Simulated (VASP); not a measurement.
# PbO (P4/nmm) in VASP: further runs

The runs below take PbO through single point, relaxation of cell and atoms, with PBE+D3(BJ).

Everything below comes from runs of VASP 6.6.1. Logs are shortened: lines on timing, memory, paths and dates and some standing lists are left out, and cuts for length are marked.

**1. The cell of the first run**

The structure is tetragonal, space group P4/nmm (No. 129). The conventional cell has a = 3.974 Å, b = 3.974 Å, c = 5.022 Å, α = 90.00°, β = 90.00°, γ = 90.00°. Pb (site symmetry 4mm) has 4 O at 2.31 Å within 3.1 Å. O (site symmetry -4m2) has 4 Pb at 2.31 Å and 4 O at 2.81 Å within 3.1 Å.

**2. Single point, PBE+D3(BJ)**

The input, INCAR:

```
SYSTEM = PbO
  PREC = Accurate
  ENCUT = 520
  EDIFF = 1E-6
  ISMEAR = 0
  SIGMA = 0.1
  LREAL = .False.
  LASPH = .True.
  NELM = 100
  ALGO = Normal
  ISIF = 2
  LWAVE = .False.
  LCHARG = .True.
  GGA = PE
  IVDW = 12
  LELF = .True.
  LVHAR = .True.
  NBANDS = 28
```

The input, KPOINTS:

```
Automatic mesh
0
Gamma
  4 4 4
  0 0 0
```

The input, POSCAR:

```
PbO
1.0
    3.9744000000      0.0000000000      0.0000000000
    0.0000000000      3.9744000000      0.0000000000
    0.0000000000      0.0000000000      5.0220000000
Pb O
2 2
Direct
    0.0000000000      0.5000000000      0.2351000000
    0.5000000000      0.0000000000      0.7649000000
    0.0000000000      0.0000000000      0.0000000000
    0.5000000000      0.5000000000      0.0000000000
```

Potentials or basis: VASP PAW PBE potentials, release 64 (Pb_d, O).

The run is started by

```bash
> cat potpaw_PBE.64/Pb_d/POTCAR potpaw_PBE.64/O/POTCAR > POTCAR
> mpirun -np 1 vasp_std > vasp.out
```

OUTCAR:

```text
SYSTEM = PbO
   PREC = Accurate
   ENCUT = 520
   EDIFF = 1E-6
   ISMEAR = 0
   LREAL = .False.
   LASPH = .True.
   NELM = 100
   ISIF = 2
   GGA = PE
   IVDW = 12
 IVDW          = 12

 ion  position               nearest neighbor table
   1  0.000  0.500  0.235-   3 2.31   4 2.31   3 2.31   4 2.31   2 3.67   2 3.67   2 3.67   2 3.67
                             2 3.87   2 3.87   2 3.87   2 3.87
   2  0.500  0.000  0.765-   3 2.31   4 2.31   4 2.31   3 2.31   1 3.67   1 3.67   1 3.67   1 3.67
                             1 3.87   1 3.87   1 3.87   1 3.87
   3  0.000  0.000  0.000-   1 2.31   2 2.31   1 2.31   2 2.31
   4  0.500  0.500  0.000-   1 2.31   2 2.31   2 2.31   1 2.31

  LATTYP: Found a simple tetragonal cell.
 ALAT       =     3.9744000000
 C/A-ratio  =     1.2635869565

  Lattice vectors:

 A1 = (   3.9744000000,   0.0000000000,   0.0000000000)
 A2 = (   0.0000000000,   3.9744000000,   0.0000000000)
 A3 = (   0.0000000000,   0.0000000000,   5.0220000000)

Analysis of symmetry for initial positions (statically):
=====================================================================
 Subroutine PRICEL returns:
 Original cell was already a primitive cell.

 Routine SETGRP: Setting up the symmetry group for a
 simple tetragonal supercell.

 Subroutine GETGRP returns: Found 16 space group operations
 (whereof  8 operations were pure point group operations)
 out of a pool of 16 trial point group operations.

The static configuration has the point symmetry D_2d.
 The point group associated with its full space group is D_4h.

Analysis of symmetry for dynamics (positions and initial velocities):
=====================================================================
 Subroutine PRICEL returns:
 Original cell was already a primitive cell.

 Routine SETGRP: Setting up the symmetry group for a
 simple tetragonal supercell.

 Subroutine GETGRP returns: Found 16 space group operations
 (whereof  8 operations were pure point group operations)
 out of a pool of 16 trial point group operations.

The dynamic configuration has the point symmetry D_2d.
 The point group associated with its full space group is D_4h.

 Subroutine INISYM returns: Found 16 space group operations
 (whereof  8 operations are pure point group operations),
 and found     1 'primitive' translations

----------------------------------------------------------------------------------------

                                     Primitive cell

  volume of cell :      79.3268

  direct lattice vectors                    reciprocal lattice vectors
     3.974400000  0.000000000  0.000000000     0.251610306  0.000000000  0.000000000
     0.000000000  3.974400000  0.000000000     0.000000000  0.251610306  0.000000000
     0.000000000  0.000000000  5.022000000     0.000000000  0.000000000  0.199123855

  length of vectors
     3.974400000  3.974400000  5.022000000     0.251610306  0.251610306  0.199123855

  position of ions in fractional coordinates (direct lattice)
     0.000000000  0.500000000  0.235100000
     0.500000000  0.000000000  0.764900000
     0.000000000  0.000000000  0.000000000
     0.500000000  0.500000000  0.000000000

  ion indices of the primitive-cell ions
   primitive index   ion index
                 1           1
                 2           2
                 3           3
                 4           4

----------------------------------------------------------------------------------------

 KPOINTS: Automatic mesh

Automatic generation of k-mesh.
 Grid dimensions read from file:
 generate k-points for:    4    4    4

 Generating k-lattice:

  Cartesian coordinates                     Fractional coordinates (reciprocal lattice)
     0.062902576  0.000000000  0.000000000     0.250000000  0.000000000  0.000000000
     0.000000000  0.062902576  0.000000000     0.000000000  0.250000000  0.000000000
     0.000000000  0.000000000  0.049780964     0.000000000  0.000000000  0.250000000

  Length of vectors
     0.062902576  0.062902576  0.049780964

[... 48 lines left out ...]
  ---------------------------------------------------
  free energy    TOTEN  =       -21.40612446 eV

  energy without entropy =      -21.40612446  energy(sigma->0) =      -21.40612446

 E-fermi :   5.6661     XC(G=0):  -9.8363

 val. band max:        5.1727365623   @ k =   0.0000   0.0000   0.0000
 cond. band min:       6.4267136929   @ k =   0.5000   0.5000   0.0000
 fundamental gap:      1.2539771306
 Fermi energy:         5.6660962430

 k-point     1 :       0.0000    0.0000    0.0000
  band No.  band energies     occupation
      1     -13.2837      2.00000
      2     -12.7358      2.00000
      3     -10.8553      2.00000
      4     -10.8553      2.00000
      5     -10.7923      2.00000
      6     -10.7731      2.00000
[... 20 lines left out ...]
     27      12.7356      0.00000
     28      13.2887      0.00000

 k-point     2 :       0.2500    0.0000    0.0000
  band No.  band energies     occupation
      1     -13.1595      2.00000
      2     -12.7819      2.00000
      3     -10.8271      2.00000
      4     -10.8191      2.00000
      5     -10.7473      2.00000
      6     -10.7393      2.00000
[... 20 lines left out ...]
     27      13.2316      0.00000
     28      16.1067      0.00000

 k-point     3 :       0.5000    0.0000    0.0000
  band No.  band energies     occupation
      1     -12.9357      2.00000
      2     -12.9357      2.00000
      3     -10.7654      2.00000
      4     -10.7654      2.00000
      5     -10.7524      2.00000
      6     -10.7524      2.00000
[... 20 lines left out ...]
     27      14.4241      0.00000
     28      14.4241      0.00000

 k-point     4 :       0.2500    0.2500    0.0000
  band No.  band energies     occupation
      1     -13.0701      2.00000
      2     -12.8116      2.00000
      3     -10.8134      2.00000
      4     -10.7638      2.00000
      5     -10.7187      2.00000
      6     -10.7176      2.00000
[... 392 lines left out ...]
     27      15.7846      0.00000
     28      16.3535      0.00000

 k-point    17 :       0.5000    0.2500    0.5000
  band No.  band energies     occupation
      1     -12.9204      2.00000
      2     -12.9204      2.00000
      3     -10.7757      2.00000
      4     -10.7757      2.00000
      5     -10.7090      2.00000
      6     -10.7090      2.00000
[... 20 lines left out ...]
     27      16.0807      0.00000
     28      16.0807      0.00000

 k-point    18 :       0.5000    0.5000    0.5000
  band No.  band energies     occupation
      1     -12.9010      2.00000
      2     -12.9010      2.00000
      3     -10.7203      2.00000
      4     -10.7203      2.00000
      5     -10.6815      2.00000
      6     -10.6815      2.00000
[... 20 lines left out ...]
     27      16.2797      0.00000
     28      16.2797      0.00000

------------------------ aborting loop because EDIFF is reached ----------------------------------------

 Edisp (eV)   -0.95652

 E8    (eV) :    -0.4382

  FORCE on cell =-STRESS in cart. coord.  units (eV):
  Direction    XX          YY          ZZ          XY          YZ          ZX
  --------------------------------------------------------------------------------------
  -------------------------------------------------------------------------------------
  Total       1.66922     1.66922     1.18235     0.00000     0.00000     0.00000
  in kB      33.71358    33.71358    23.88015     0.00000     0.00000     0.00000
  external pressure =       30.44 kB  Pullay stress =        0.00 kB

 VOLUME and BASIS-vectors are now :
 -----------------------------------------------------------------------------
  energy-cutoff  :      520.00
  volume of cell :       79.33
      direct lattice vectors                 reciprocal lattice vectors
     3.974400000  0.000000000  0.000000000     0.251610306  0.000000000  0.000000000
     0.000000000  3.974400000  0.000000000     0.000000000  0.251610306  0.000000000
     0.000000000  0.000000000  5.022000000     0.000000000  0.000000000  0.199123855

 POSITION                                       TOTAL-FORCE (eV/Angst)
 -----------------------------------------------------------------------------------
      0.00000      1.98720      1.18067         0.000000     -0.000000      0.506720
      1.98720      0.00000      3.84133        -0.000000     -0.000000     -0.506720
      0.00000      0.00000      0.00000        -0.000000      0.000000      0.000000
      1.98720      1.98720      0.00000        -0.000000     -0.000000      0.000000
 -----------------------------------------------------------------------------------
    total drift:                                0.000000      0.000000     -0.000000

  FREE ENERGIE OF THE ION-ELECTRON SYSTEM (eV)
  ---------------------------------------------------
  free  energy   TOTEN  =       -22.3626422913 eV

  energy  without entropy=      -22.3626422913  energy(sigma->0) =      -22.36264229
```

Run time: 33 s. Hardware: 1 thread of Intel Xeon Platinum 8375C at 2.90GHz (Ice Lake), shared host; peak memory 0.2 GiB.

Results:

```yaml
Free_energy: -22.3626 eV
Pressure: 3.0 GPa
Largest_force: 0.507 eV/Å
Band_gap_on_the_k_mesh: 1.25 eV, indirect (least direct gap 2.32 eV)
Dispersion_energy_per_atom: -0.239 eV
```

Forces on the atoms (eV/Å):
```
Pb   0.000  0.000  0.507
Pb   0.000  0.000 -0.507
O    0.000  0.000  0.000
O    0.000  0.000  0.000
```

Stress tensor (GPa, compression positive):
```
3.37 0.00 0.00
0.00 3.37 0.00
0.00 0.00 2.39
```

Caveat: spin-orbit coupling is left out, which moves the levels of the heavy elements. A k mesh can miss the band edges.

**3. Relaxation of cell and atoms, PBE+D3(BJ), target pressure 15 GPa, at which the enthalpy is minimised**

This run uses another cell than the first one, of 15.50 Å³/atom, 0.782 times its volume.

The input, INCAR:

```
SYSTEM = PbO
PREC = Accurate
ENCUT = 600
EDIFF = 1E-6
ISMEAR = 0
SIGMA = 0.02
LREAL = .FALSE.
LASPH = .TRUE.
NELM = 80
ALGO = Normal
ISIF = 3
LWAVE = .FALSE.
LCHARG = .FALSE.
GGA = PE
IVDW = 12
IBRION = 2
NSW = 70
EDIFFG = -0.008
PSTRESS = 150.0
```

The input, KPOINTS:

```
Automatic mesh
0
G
  8 8 8
  0 0 0
```

The input, POSCAR:

```
PbO
1.0
    3.8931202190      0.0000000000      0.0000000000
    0.0000000000      3.8931202190      0.0000000000
    0.0000000000      0.0000000000      4.0918970136
Pb O
2 2
Direct
    0.0000000000      0.5000000000      0.2761046295
    0.5000000000      0.0000000000      0.7238953705
    0.0000000000      0.0000000000      0.0000000000
    0.5000000000      0.5000000000      0.0000000000
```

Potentials or basis: VASP PAW PBE potentials, release 64 (Pb_d, O).

The run is started by

```bash
> cat potpaw_PBE.64/Pb_d/POTCAR potpaw_PBE.64/O/POTCAR > POTCAR
> mpirun -np 1 vasp_std > vasp.out
```

Run time: 32 min. Hardware: 1 thread of Oxide Virtual Turin-like, shared host; peak memory 0.26 GiB.

Results (log left out):

| Item | Value |
| --- | --- |
| Free energy | -21.7260 eV |
| Relaxed volume | 15.40 Å³/atom |
| Relaxed cell | a = 4.018 Å, b = 4.018 Å, c = 3.815 Å, α = 90.00°, β = 90.00°, γ = 90.00° |
| Space group after relaxing (to 0.05 Å) | P4/nmm (No. 129) |
| Energy change on relaxing (the enthalpy is what falls) | -11.9 meV/atom |
| Ionic steps | 20 |
| Pressure after relaxing | 15.0 GPa |
| Largest force after relaxing | 0.006 eV/Å |
| Band gap on the k mesh | 0.44 eV, indirect (least direct gap 1.22 eV) |
| Dispersion energy per atom | -0.309 eV |

Forces on the atoms (eV/Å):
```
Pb   0.000  0.000 -0.006
Pb   0.000  0.000  0.006
O    0.000  0.000  0.000
O    0.000  0.000  0.000
```

The path:
```
step  energy change (eV)  largest force (eV/Å)  pressure (GPa)  volume (Å³)
   1              0.0000                1.0270           19.79        62.02
   2             -0.3648                0.6313            7.22        66.27
   3             -0.2148                0.2520           13.84        63.80
   4             -0.2114                0.2662           13.94        63.77
   5             -0.1653                0.1392           14.54        63.15
   6             -0.0826                0.0573           15.55        62.20
   7             -0.0990                0.1251           14.73        62.29
   8             -0.1170                0.2310           13.43        62.42
   9             -0.0966                0.1690           13.91        62.17
  10             -0.0707                0.0979           14.50        61.86
  11             -0.0127                0.0383           15.76        61.24
  12             -0.0424                0.0275           15.13        61.55
  13             -0.0408                0.0241           15.15        61.53
  14             -0.0433                0.0197           15.11        61.56
  15             -0.0507                0.0095           14.93        61.64
  16             -0.0487                0.0133           14.99        61.62
  17             -0.0478                0.0154           15.00        61.61
  18             -0.0480                0.0117           15.01        61.61
  19             -0.0485                0.0118           14.97        61.61
  20             -0.0477                0.0055           15.02        61.60
```

Final structure:
```
Pb O
1.0
     4.01833    0.00000    0.00000
     0.00000    4.01833    0.00000
     0.00000    0.00000    3.81524
Pb O
2 2
Direct
  0.00000 0.50000 0.29640
  0.50000 0.00000 0.70360
  0.00000 0.00000 0.00000
  0.50000 0.50000 0.00000
```

Levels at points of the mesh, in eV from the valence-band top:
| k point | band 18 | band 19 | band 20 | band 21 | band 22 | band 23 |
| --- | --- | --- | --- | --- | --- | --- |
| (0.00, 0.00, 0.00) | -2.05 | -1.79 | -0.92 | 4.28 | 5.19 | 5.19 |
| (0.50, 0.00, 0.00) | -2.98 | -1.27 | -1.27 | 4.50 | 4.50 | 6.53 |
| (0.50, 0.50, 0.00) | -1.29 | -0.78 | -0.78 | 0.44 | 0.44 | 6.90 |
| (0.00, 0.00, 0.50) | -1.98 | -1.98 | 0.00 | 1.81 | 2.45 | 2.62 |
| (0.50, 0.00, 0.50) | -3.15 | -0.77 | -0.77 | 3.98 | 3.98 | 5.42 |
| (0.50, 0.50, 0.50) | -3.22 | -1.32 | -1.32 | 4.19 | 4.19 | 6.04 |

Caveat: the cell is relaxed towards a set pressure, so the enthalpy falls and the energy may rise; spin-orbit coupling is left out, which moves the levels of the heavy elements. A k mesh can miss the band edges.

**4. Relaxation of cell and atoms, PBE+D3(BJ), target pressure 3 GPa, at which the enthalpy is minimised**

This run uses another cell than the first one, of 19.75 Å³/atom, 0.996 times its volume.

The input, INCAR:

```
SYSTEM = PbO
ALGO = Normal
EDIFF = 1E-6
EDIFFG = -0.008
ENCUT = 600
GGA = PE
IBRION = 2
ISIF = 3
ISMEAR = 0
IVDW = 12
LASPH = .True.
LCHARG = .False.
LREAL = .False.
LWAVE = .False.
NELM = 80
NSW = 70
PREC = Accurate
PSTRESS = 30.0
SIGMA = 0.02
```

The input, KPOINTS:

```
k-points
0
Gamma
  8 8 6
  0 0 0
```

The input, POSCAR:

```
PbO
1.0
    3.9961699164      0.0000000000      0.0000000000
    0.0000000000      3.9961699164      0.0000000000
    0.0000000000      0.0000000000      4.9482108803
Pb O
2 2
Direct
    0.0000000000      0.5000000000      0.2377044689
    0.5000000000      0.0000000000      0.7622955311
    0.0000000000      0.0000000000      0.0000000000
    0.5000000000      0.5000000000      0.0000000000
```

The run is started by

```bash
> cat potpaw_PBE.64/Pb_d/POTCAR potpaw_PBE.64/O/POTCAR > POTCAR
> mpirun -np 1 vasp_std > vasp.out
```

Run time: 20 min. Hardware: 1 thread of Oxide Virtual Turin-like, shared host; peak memory 0.26 GiB.

The run converged. Its results:

```yaml
Free_energy: -22.3408 eV
Relaxed_volume: 18.37 Å³/atom
Relaxed_cell: a = 4.014 Å, b = 4.014 Å, c = 4.561 Å, α = 90.00°, β = 90.00°, γ = 90.00°
Space_group_after_relaxing_to_0.05_Å: P4/nmm (No. 129)
Energy_change_on_relaxing_the_enthalpy_is_what_falls: +10.7 meV/atom
Ionic_steps: 13
Pressure_after_relaxing: 3.0 GPa
Band_gap_on_the_k_mesh: 0.95 eV, indirect (least direct gap 1.87 eV)
Dispersion_energy_per_atom: -0.259 eV
```

The path:
```
step  energy change (eV)  largest force (eV/Å)  pressure (GPa)  volume (Å³)
   1              0.0000                0.4084            2.39        79.02
   2             -0.0008                0.2342            2.25        78.16
   3              0.0217                0.2034            2.05        76.09
   4              0.0414                0.0394            3.42        74.58
   5              0.0480                0.0039            3.77        74.20
   6              0.0405                0.0031            3.49        74.16
   7              0.0339                0.0014            2.79        73.98
   8              0.0342                0.0006            2.72        73.96
   9              0.0343                0.0019            2.69        73.95
  10              0.0429                0.0691            3.20        73.48
  11              0.0393                0.0417            2.99        73.67
  12              0.0411                0.0188            3.00        73.57
  13              0.0427                0.0014            3.01        73.48
```

Final structure:
```
Pb O
1.0
     4.01371    0.00000    0.00000
     0.00000    4.01371    0.00000
     0.00000    0.00000    4.56120
Pb O
2 2
Direct
  0.00000 0.50000 0.25837
  0.50000 0.00000 0.74163
  0.00000 0.00000 0.00000
  0.50000 0.50000 0.00000
```

Levels at points of the mesh, in eV from the valence-band top:
```csv
k point,band 17,band 18,band 19,band 20,band 21,band 22,band 23,band 24
"(0.00, 0.00, 0.00)",-1.55,-1.55,-1.54,-0.06,3.01,5.40,5.40,6.62
"(0.50, 0.00, 0.00)",-2.90,-2.90,-1.49,-1.49,3.87,3.87,6.62,6.62
"(0.50, 0.50, 0.00)",-1.35,-1.35,-0.92,-0.92,0.95,0.95,5.73,5.73
"(0.00, 0.00, 0.50)",-1.63,-1.58,-1.58,-0.53,2.11,3.59,3.59,3.82
"(0.50, 0.00, 0.50)",-2.81,-2.81,-0.75,-0.75,3.54,3.54,6.05,6.05
"(0.50, 0.50, 0.50)",-2.38,-2.38,-0.93,-0.93,3.63,3.63,5.75,5.75
```

Caveat: the cell is relaxed towards a set pressure, so the enthalpy falls and the energy may rise; spin-orbit coupling is left out, which moves the levels of the heavy elements. A k mesh can miss the band edges.

**5. Overview**

```csv
task,cell,k mesh,cutoff (eV),smearing,gap on the mesh (eV),pressure (GPa),largest force (eV/Å)
single point,"a = 3.974, b = 3.974, c = 5.022 Å, 4 atoms",4 × 4 × 4,520,gaussian 0.1 eV,1.25,3.0,0.51
relaxation of cell and atoms,"relaxed to 15 GPa from a = 3.893, b = 3.893, c = 4.092 Å, 4 atoms",8 × 8 × 8,600,gaussian 0.02 eV,0.44,15.0,0.01
relaxation of cell and atoms,"relaxed to 3 GPa from a = 3.996, b = 3.996, c = 4.948 Å, 4 atoms",8 × 8 × 6,600,gaussian 0.02 eV,0.95,3.0,-
```

Alike in all rows: level PBE+D3(BJ); potentials or basis VASP PAW PBE potentials, release 64 (Pb_d, O); no spin polarisation.

Caveats: spin-orbit coupling is left out, which moves the levels of the heavy elements; the cell is relaxed towards a set pressure, so the enthalpy falls and the energy may rise (some runs).

Absolute energies hang on the potentials; compare differences alone.
